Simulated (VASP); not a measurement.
A run of VASP 6.6.1 is set up as follows.

The input INCAR:

```
SYSTEM = Al
ALGO = Normal
EDIFF = 1E-6
ENCUT = 520
GGA = PE
ISIF = 2
ISMEAR = -1
LASPH = .TRUE.
LCHARG = .TRUE.
LELF = .TRUE.
LREAL = .FALSE.
LVHAR = .TRUE.
LWAVE = .FALSE.
NBANDS = 8
NELM = 100
PREC = Accurate
SIGMA = 0.1
```

The input KPOINTS:

```
k-points
0
G
  12 12 12
  0 0 0
```

The input POSCAR:

```
Al
1.0
    0.0000000000      2.0709890238      2.0709890238
    2.0709890238      0.0000000000      2.0709890238
    2.0709890238      2.0709890238      0.0000000000
Al
1
Direct
    0.0000000000      0.0000000000      0.0000000000
```

Potentials or basis: VASP PAW PBE potentials, release 64 (Al).

Run with:

```sh
$ cat potpaw_PBE.64/Al/POTCAR > POTCAR
$ mpirun -np 1 vasp_std > vasp.out
```

Question: Predict the pressure.

Answer: -4.9 GPa.
